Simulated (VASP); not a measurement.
Write the native input for VASP 6.6.1 that does the following.

| Quantity | Value |
| --- | --- |
| Task | single point |
| Functional | PBE |
| Potentials or basis | VASP PAW PBE potentials, release 64 (Hg, Te) |
| Cutoff | 520 eV |
| k mesh | 10 × 10 × 10 |
| Occupations | fermi-dirac, width 0.05 eV |
| Spin | no spin polarisation |
| Dipole correction | no |
| Further INCAR settings | ALGO = Normal; EDIFF = 1e-07; NBANDS = 16 |

The structure of HgTe lies in POSCAR:

```
HgTe
1.0
   -3.0044411569      3.0044411569      1.5383343083
    3.0044411569     -3.0044411569      1.5383343083
    3.0044411569      3.0044411569     -1.5383343083
Hg Te
1 1
Direct
    0.7500000000      0.2500000000      0.5000000000
    0.0000000000      0.0000000000      0.0000000000
```

These files were run (other wordings do the same):

INCAR

```
PREC = Accurate
ENCUT = 520
EDIFF = 1E-7
ISMEAR = -1
SIGMA = 0.05
LREAL = F
LASPH = T
NELM = 100
ALGO = Normal
ISIF = 2
LWAVE = F
LCHARG = T
GGA = PE
LELF = T
LVHAR = T
NBANDS = 16
```

KPOINTS

```
Automatic mesh
0
Gamma
  10 10 10
```

Potentials or basis: VASP PAW PBE potentials, release 64 (Hg, Te).

Launch:

```console
$ cat potpaw_PBE.64/Hg/POTCAR potpaw_PBE.64/Te/POTCAR > POTCAR
$ mpirun -np 1 vasp_std > vasp.out
```

Results of the run:

```yaml
Pressure: 1.9 GPa
Band_gap_on_the_k_mesh: zero (bands 9 and 10 overlap by 3.60 eV)
```

Caveat: spin-orbit coupling is left out, which moves the levels of the heavy elements.

Wall time 2.3 min on 1 thread of Intel Xeon 8259CL, on a shared host, peak memory 0.27 GiB.
